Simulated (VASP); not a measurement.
Wanted: the native input for a VASP 6.6.1 run.

```
Task                   : single point
Functional             : PBE
Potentials or basis    : VASP PAW PBE potentials, release 64 (Pb_d, O)
Cutoff                 : 520 eV
k mesh                 : 6 × 6 × 6
Occupations            : fermi-dirac, width 0.02 eV
Spin                   : no spin polarisation
Dipole correction      : no
Further INCAR settings : ALGO = Normal; EDIFF = 1e-06; NBANDS = 17
```

The structure of PbO lies in POSCAR:

```
PbO
1.0
    3.2466600487      0.0000000000      0.0000000000
    0.0000000000      3.2466600487      0.0000000000
    0.0000000000      0.0000000000      3.2466600487
Pb O
1 1
Direct
    0.0000000000      0.0000000000      0.0000000000
    0.5000000000      0.5000000000      0.5000000000
```

This cell differs from its parent crystal: volume changed by +3%.

One way to write it, as run:

INCAR

```
SYSTEM = PbO
  PREC = Accurate
  ENCUT = 520
  EDIFF = 1E-6
  ISMEAR = -1
  SIGMA = 0.02
  LREAL = .False.
  LASPH = .True.
  NELM = 60
  ALGO = Normal
  ISIF = 2
  LWAVE = .False.
  LCHARG = .False.
  GGA = PE
  NBANDS = 17
```

KPOINTS

```
regular mesh
0
Gamma
  6 6 6
  0 0 0
```

Potentials or basis: VASP PAW PBE potentials, release 64 (Pb_d, O).

Command:

```sh
$ cat potpaw_PBE.64/Pb_d/POTCAR potpaw_PBE.64/O/POTCAR > POTCAR
$ mpirun -np 1 vasp_std > vasp.out
```

Results of the run:

```json
{
  "Pressure": "-2.7 GPa",
  "Band gap on the k mesh": "0.53 eV, indirect (least direct gap 0.65 eV)"
}
```

Caveat: spin-orbit coupling is left out, which moves the levels of the heavy elements.

Run time: 5.7 s on 1 thread of Intel Xeon 6975P-C (shared host), peak memory 0.14 GiB.
